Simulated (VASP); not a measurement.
Write the native input for VASP 6.6.1 that does the following.

- Task: single point
- Functional: PBE
- Potentials or basis: VASP PAW PBE potentials, release 64 (Al, B, As)
- Cutoff: 520 eV
- k mesh: 6 × 6 × 2
- Occupations: gaussian, width 0.1 eV
- Spin: no spin polarisation
- Dipole correction: no
- Further INCAR settings: ALGO = Normal; EDIFF = 1e-06; NBANDS = 18

The structure of Al2BAs2 lies in POSCAR:

```
Al2BAs2
1.0
    3.5810050139     -0.0000000027      0.0000000000
   -1.7905025047      3.1012413145      0.0000000000
    0.0000000000      0.0000000000      7.7795608552
Al B As
2 1 2
Direct
    0.0000000000      0.0000000000      0.6942850168
    0.0000000000      0.0000000000      0.3057149832
    0.6666666667      0.3333333333      0.0000000000
    0.6666666667      0.3333333333      0.5000000000
    0.3333333333      0.6666666667      0.0000000000
```

The input as run:

INCAR

```
ALGO     = Normal         # electronic algorithm
EDIFF    = 1E-6           # SCF threshold, eV
ENCUT    = 520            # plane-wave cutoff, eV
GGA      = PE             # functional
ISIF     = 2              # what is computed and relaxed
ISMEAR   = 0              # smearing method
LASPH    = T              # aspherical terms in the spheres
LCHARG   = F              # write CHGCAR
LREAL    = F              # projectors in reciprocal space
LWAVE    = F              # write WAVECAR
NBANDS   = 18             # bands
NELM     = 80             # most SCF steps
PREC     = Accurate       # precision mode
SIGMA    = 0.1            # smearing width, eV
```

KPOINTS

```
k-points
0
Gamma
  6 6 2
```

Potentials or basis: VASP PAW PBE potentials, release 64 (Al, B, As).

The run is started by

```console
$ cat potpaw_PBE.64/Al/POTCAR potpaw_PBE.64/B/POTCAR potpaw_PBE.64/As/POTCAR > POTCAR
$ mpirun -np 1 vasp_std > vasp.out
```

Results of the run:

- Pressure: 0.3 GPa
- Largest force: 0.026 eV/Å

Caveat: the k points lie up to 0.40 Å⁻¹ apart.

Run time: 11 s on 1 thread of Intel(R) Xeon(R) 6975P-C (Granite Rapids), with other jobs on the host, peak memory 0.2 GiB.
